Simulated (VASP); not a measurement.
# CrCoC4N4 (P-43m) in VASP: a series of runs

Runs on CrCoC4N4. Level: PBE. Tasks: single point.

Program: VASP 6.6.1. These are calculated values, not measurements. Logs are shortened: lines on timing, memory, paths and dates and some standing lists are left out, and cuts for length are marked.

## Step 1: The cell of the first run

Symmetry: P-43m, No. 215, cubic system. The conventional cell has a = 5.747 Å, b = 5.747 Å, c = 5.747 Å, α = 90.00°, β = 90.00°, γ = 90.00°. Cr (site symmetry -43m) has 4 C at 1.91 Å within 2.5 Å. Within 2.5 Å of Co (site symmetry -43m) lie 4 N at 1.89 Å. C (site symmetry 3m) has 1 N at 1.18 Å within 1.6 Å. N (site symmetry 3m) has 1 C at 1.18 Å within 1.6 Å.

## Step 2: Single point, PBE, collinear spin, ferromagnetic start

Input file INCAR:

```
SYSTEM = CrCoC4N4
ALGO = Normal ; EDIFF = 1E-6
ENCUT = 520 ; GGA = PE
ISIF = 2 ; ISMEAR = 0
ISPIN = 2 ; LASPH = .TRUE.
LCHARG = .FALSE. ; LMAXMIX = 4
LORBIT = 11 ; LREAL = .FALSE.
LWAVE = .FALSE. ; MAGMOM = 3 3 0 0 0 0 0 0 0 0
NBANDS = 44 ; NELM = 150
PREC = Accurate ; SIGMA = 0.1
```

Input file KPOINTS:

```
k-points
0
G
  4 4 4
  0 0 0
```

Input file POSCAR:

```
CrCoC4N4
1.0
    5.7466829774      0.0000000000      0.0000000000
    0.0000000000      5.7466829774      0.0000000000
    0.0000000000      0.0000000000      5.7466829774
Cr Co C N
1 1 4 4
Direct
    0.0000000000      0.0000000000      0.0000000000
    0.5000000000      0.5000000000      0.5000000000
    0.1919256800      0.1919256800      0.1919256800
    0.1919256800      0.8080743200      0.8080743200
    0.8080743200      0.1919256800      0.8080743200
    0.8080743200      0.8080743200      0.1919256800
    0.3105780514      0.3105780514      0.3105780514
    0.3105780514      0.6894219486      0.6894219486
    0.6894219486      0.3105780514      0.6894219486
    0.6894219486      0.6894219486      0.3105780514
```

Potentials or basis: VASP PAW PBE potentials, release 64 (Cr_pv, Co, C, N).

Started as:

```bash
$ cat potpaw_PBE.64/Cr_pv/POTCAR potpaw_PBE.64/Co/POTCAR potpaw_PBE.64/C/POTCAR potpaw_PBE.64/N/POTCAR > POTCAR
$ mpirun -np 1 vasp_std > vasp.out
```

OUTCAR:

```text
SYSTEM = CrCoC4N4
   EDIFF = 1E-6
   ENCUT = 520
   GGA = PE
   ISIF = 2
   ISMEAR = 0
   ISPIN = 2
   LASPH = .TRUE.
   LORBIT = 11
   LREAL = .FALSE.
   NELM = 150
   PREC = Accurate

 ion  position               nearest neighbor table
   1  0.000  0.000  0.000-   3 1.91   4 1.91   5 1.91   6 1.91
   2  0.500  0.500  0.500-   7 1.89   8 1.89   9 1.89  10 1.89
   3  0.192  0.192  0.192-   7 1.18   1 1.91
   4  0.192  0.808  0.808-   8 1.18   1 1.91
   5  0.808  0.192  0.808-   9 1.18   1 1.91
   6  0.808  0.808  0.192-  10 1.18   1 1.91
   7  0.311  0.311  0.311-   3 1.18   2 1.89
   8  0.311  0.689  0.689-   4 1.18   2 1.89
   9  0.689  0.311  0.689-   5 1.18   2 1.89
  10  0.689  0.689  0.311-   6 1.18   2 1.89

  LATTYP: Found a simple cubic cell.
 ALAT       =     5.7466829774

  Lattice vectors:

 A1 = (   5.7466829774,   0.0000000000,   0.0000000000)
 A2 = (   0.0000000000,   5.7466829774,   0.0000000000)
 A3 = (   0.0000000000,   0.0000000000,   5.7466829774)

Analysis of symmetry for initial positions (statically):
=====================================================================
 Subroutine PRICEL returns:
 Original cell was already a primitive cell.

 Routine SETGRP: Setting up the symmetry group for a
 simple cubic supercell.

 Subroutine GETGRP returns: Found 24 space group operations
 (whereof 24 operations were pure point group operations)
 out of a pool of 48 trial point group operations.

The static configuration has the point symmetry T_d .

Analysis of symmetry for dynamics (positions and initial velocities):
=====================================================================
 Subroutine PRICEL returns:
 Original cell was already a primitive cell.

 Routine SETGRP: Setting up the symmetry group for a
 simple cubic supercell.

 Subroutine GETGRP returns: Found 24 space group operations
 (whereof 24 operations were pure point group operations)
 out of a pool of 48 trial point group operations.

The dynamic configuration has the point symmetry T_d .

Analysis of structural, dynamic, and magnetic symmetry:
=====================================================================
 Subroutine PRICEL returns:
 Original cell was already a primitive cell.

 Routine SETGRP: Setting up the symmetry group for a
 simple cubic supercell.

 Subroutine GETGRP returns: Found 24 space group operations
 (whereof 24 operations were pure point group operations)
 out of a pool of 48 trial point group operations.

The overall configuration has the point symmetry T_d .

 Subroutine INISYM returns: Found 24 space group operations
 (whereof 24 operations are pure point group operations),
 and found     1 'primitive' translations

----------------------------------------------------------------------------------------

                                     Primitive cell

  volume of cell :     189.7806

  direct lattice vectors                    reciprocal lattice vectors
     5.746682977  0.000000000  0.000000000     0.174013427  0.000000000  0.000000000
     0.000000000  5.746682977  0.000000000     0.000000000  0.174013427  0.000000000
     0.000000000  0.000000000  5.746682977     0.000000000  0.000000000  0.174013427

  length of vectors
     5.746682977  5.746682977  5.746682977     0.174013427  0.174013427  0.174013427

  position of ions in fractional coordinates (direct lattice)
     0.000000000  0.000000000  0.000000000
     0.500000000  0.500000000  0.500000000
     0.191925680  0.191925680  0.191925680
     0.191925680  0.808074320  0.808074320
     0.808074320  0.191925680  0.808074320
     0.808074320  0.808074320  0.191925680
     0.310578051  0.310578051  0.310578051
     0.310578051  0.689421949  0.689421949
     0.689421949  0.310578051  0.689421949
     0.689421949  0.689421949  0.310578051

  ion indices of the primitive-cell ions
   primitive index   ion index
                 1           1
                 2           2
                 3           3
                 4           4
                 5           5
                 6           6
                 7           7
[... 49 lines left out ...]
   NGXF,Y,Z  is equivalent  to a cutoff of  27.77, 27.77, 27.77 a.u.
 SYSTEM =  CrCoC4N4
   PREC   = accura    normal or accurate (medium, high low for compatibility)
   ISTART =      0    job   : 0-new  1-cont  2-samecut
   ICHARG =      2    charge: 1-file 2-atom 10-const
   ISPIN  =      2    spin polarized calculation?
   LNONCOLLINEAR =      F non collinear calculations
   LSORBIT =      F    spin-orbit coupling
   LASPH  =      T    aspherical Exc in radial PAW
   ENCUT  =  520.0 eV  38.22 Ry    6.18 a.u.  10.69 10.69 10.69*2*pi/ulx,y,z
   NELM   =    150;   NELMIN=  2; NELMDL= -5     # of ELM steps
   EDIFF  = 0.1E-05   stopping-criterion for ELM
   LREAL  =      F    real-space projection
   EDIFFG = 0.1E-04   stopping-criterion for IOM
   NSW    =      0    number of steps for IOM
   IBRION =     -1    ionic relax: 0-MD 1-quasi-New 2-CG
   NFREE  =      0    steps in history (QN), initial steepest desc. (CG)
   ISIF   =      2    stress and relaxation
   ISYM   =      2    0-nonsym 1-usesym 2-fastsym
   POTIM  = 0.5000    time-step for ionic-motion
   TEBEG  =    0.0;   TEEND  =   0.0 temperature during run
   PSTRESS=    0.0 pullay stress
   NELECT =      57.0000    total number of electrons
   NUPDOWN=      -1.0000    fix difference up-down
   EMIN   =  10.00;   EMAX   =-10.00  energy-range for DOS
   EFERMI =   0.00;   METHOD = LEGACY
   ISMEAR =     0;   SIGMA  =   0.10  broadening in eV -4-tet -1-fermi 0-gaus
   EFERMI_NEDOS =   21; number of points for ismear=-14 and -15
   IALGO  =     38    algorithm
   IMIX   =      4    mixing-type and parameters
     AMIX     =   0.40;   BMIX     =  1.00
     AMIX_MAG =   1.60;   BMIX_MAG =  1.00
  volume/ion in A,a.u.               =      18.98       128.07
  Fermi-wavevector in a.u.,A,eV,Ry     =   1.096350  2.071801 16.353975  1.201983
  Thomas-Fermi vector in A             =   2.232690
   LORBIT       =     11    0 simple, 1 ext, 2 COOP (PROOUT), +10 PAW based schemes
   GGA     = PE    functional components
   LHFCALC =     F    Hartree Fock is set to
   AEXX    =    0.0000 exact exchange contribution
   IVDW    =     0    specifies the selected vdW correction
   LEPSILON=     F    determine dielectric tensor
   LRPA    =     F    only Hartree local field effects (RPA)
 spin polarized calculation
 Gauss-broadening in eV      SIGMA  =   0.10
  energy-cutoff  :      520.00
  volume of cell :      189.78
 maximum number of plane-waves:      5137
 NGX is ok and might be reduce to    48
   NGX = 21   NGY = 21   NGZ = 21

 number of electron      56.9999984 magnetization       1.6708266

 Free energy of the ion-electron system (eV)
  ---------------------------------------------------
  ext. energy  EPLUGINS =         0.00000000
  ---------------------------------------------------
  free energy    TOTEN  =       -81.20810850 eV

  energy without entropy =      -81.15519974  energy(sigma->0) =      -81.18165412

 E-fermi :  -0.3574     XC(G=0):  -7.4932

 val. band max:       -0.3636460385   @ k =   0.5000   0.2500   0.2500
 cond. band min:      -0.3537956632   @ k =   0.5000   0.2500   0.0000
 fundamental gap:      0.0098503753
 Fermi energy:        -0.3573994349

 spin component 1

 k-point     1 :       0.0000    0.0000    0.0000
  band No.  band energies     occupation
      1     -44.3322      1.00000
      2     -44.3321      1.00000
      3     -44.3321      1.00000
      4     -18.3588      1.00000
      5     -18.2001      1.00000
      6     -18.2001      1.00000
[... 419 lines left out ...]
     39       4.7359      0.00000
     40       4.7359      0.00000
 Fermi energy:        -0.3573994349

 spin component 2

 k-point     1 :       0.0000    0.0000    0.0000
  band No.  band energies     occupation
      1     -43.0169      1.00000
      2     -43.0169      1.00000
      3     -43.0169      1.00000
      4     -18.3102      1.00000
      5     -18.1516      1.00000
      6     -18.1516      1.00000
[... 419 lines left out ...]
     39       4.7418      0.00000
     40       5.0652      0.00000
 [bands above 40 left out]

------------------------ aborting loop because EDIFF is reached ----------------------------------------

  FORCE on cell =-STRESS in cart. coord.  units (eV):
  Direction    XX          YY          ZZ          XY          YZ          ZX
  --------------------------------------------------------------------------------------
  -------------------------------------------------------------------------------------
  Total       -1.3403672     -1.3403672     -1.3403672      0.0000000      0.0000000     -0.0000000
  in kB      -11.3157320    -11.3157320    -11.3157320      0.0000000      0.0000000     -0.0000000
  external PRESSURE =     -11.3157320 kB  Pullay stress =       0.0000000 kB

 VOLUME and BASIS-vectors are now :
 -----------------------------------------------------------------------------
  energy-cutoff  :      520.00
  volume of cell :      189.78
      direct lattice vectors                 reciprocal lattice vectors
     5.746682977  0.000000000  0.000000000     0.174013427  0.000000000  0.000000000
     0.000000000  5.746682977  0.000000000     0.000000000  0.174013427  0.000000000
     0.000000000  0.000000000  5.746682977     0.000000000  0.000000000  0.174013427

 POSITION                                       TOTAL-FORCE (eV/Angst)
 -----------------------------------------------------------------------------------
      0.00000      0.00000      0.00000        -0.000000      0.000000      0.000000
      2.87334      2.87334      2.87334        -0.000000      0.000000      0.000000
      1.10294      1.10294      1.10294        -0.381311     -0.381311     -0.381311
      1.10294      4.64375      4.64375        -0.381311      0.381311      0.381311
      4.64375      1.10294      4.64375         0.381311     -0.381311      0.381311
      4.64375      4.64375      1.10294         0.381311      0.381311     -0.381311
      1.78479      1.78479      1.78479         0.776693      0.776693      0.776693
      1.78479      3.96189      3.96189         0.776693     -0.776693     -0.776693
      3.96189      1.78479      3.96189        -0.776693      0.776693     -0.776693
      3.96189      3.96189      1.78479        -0.776693     -0.776693      0.776693
 -----------------------------------------------------------------------------------
    total drift:                                0.000000      0.000000      0.000000

  FREE ENERGIE OF THE ION-ELECTRON SYSTEM (eV)
  ---------------------------------------------------
  free  energy   TOTEN  =       -81.2081085042 eV

  energy  without entropy=      -81.1551997379  energy(sigma->0) =      -81.18165412

 total charge

# of ion       s       p       d       tot
------------------------------------------
    1        0.421   6.410   4.216  11.046
    2        0.402   0.617   7.225   8.244
    3        0.955   1.649   0.000   2.604
    4        0.955   1.649   0.000   2.604
    5        0.955   1.649   0.000   2.604
    6        0.955   1.649   0.000   2.604
    7        1.302   2.551   0.000   3.853
    8        1.302   2.551   0.000   3.853
    9        1.302   2.551   0.000   3.853
   10        1.302   2.551   0.000   3.853
--------------------------------------------------
tot          9.852  23.826  11.441  45.119

 magnetization (x)

# of ion       s       p       d       tot
------------------------------------------
    1        0.010   0.016   1.283   1.309
    2       -0.001  -0.006   0.229   0.222
    3       -0.006  -0.033   0.000  -0.039
    4       -0.006  -0.033   0.000  -0.039
    5       -0.006  -0.033   0.000  -0.039
    6       -0.006  -0.033   0.000  -0.039
    7        0.003   0.046   0.000   0.050
    8        0.003   0.046   0.000   0.050
    9        0.003   0.046   0.000   0.050
   10        0.003   0.046   0.000   0.050
--------------------------------------------------
tot         -0.002   0.064   1.511   1.572
```

Wall time 3.2 min (1 thread of Intel Xeon 6975P-C (Granite Rapids), shared host); peak memory 0.47 GiB.

What came out:

```
Free energy                                           : -81.2081 eV
Pressure                                              : -1.1 GPa
Largest force                                         : 1.345 eV/Å
Net moment                                            : 1.67 μB per cell
Site moments                                          : Cr +1.31; Co +0.22; C -0.04; N +0.05 μB
Valence electrons inside the program's atomic spheres : Cr 11.05; Co 8.24; C 2.60; N 3.85
```

Forces in eV/Å, atoms in the order of the input:
```
Cr   0.000  0.000  0.000
Co   0.000  0.000  0.000
C   -0.381 -0.381 -0.381
C   -0.381  0.381  0.381
C    0.381 -0.381  0.381
C    0.381  0.381 -0.381
N    0.777  0.777  0.777
N    0.777 -0.777 -0.777
N   -0.777  0.777 -0.777
N   -0.777 -0.777  0.777
```

Caveat: only a ferromagnetic start was run, and an antiferromagnetic order may lie lower in energy; forces of over 1 eV/Å act on the atoms, so gaps and moduli don't describe the material at rest. With open d or f shells a metallic result of PBE can be an artefact of self-interaction; +U or a hybrid may open a gap.

(Continued in part 2 of 2.)
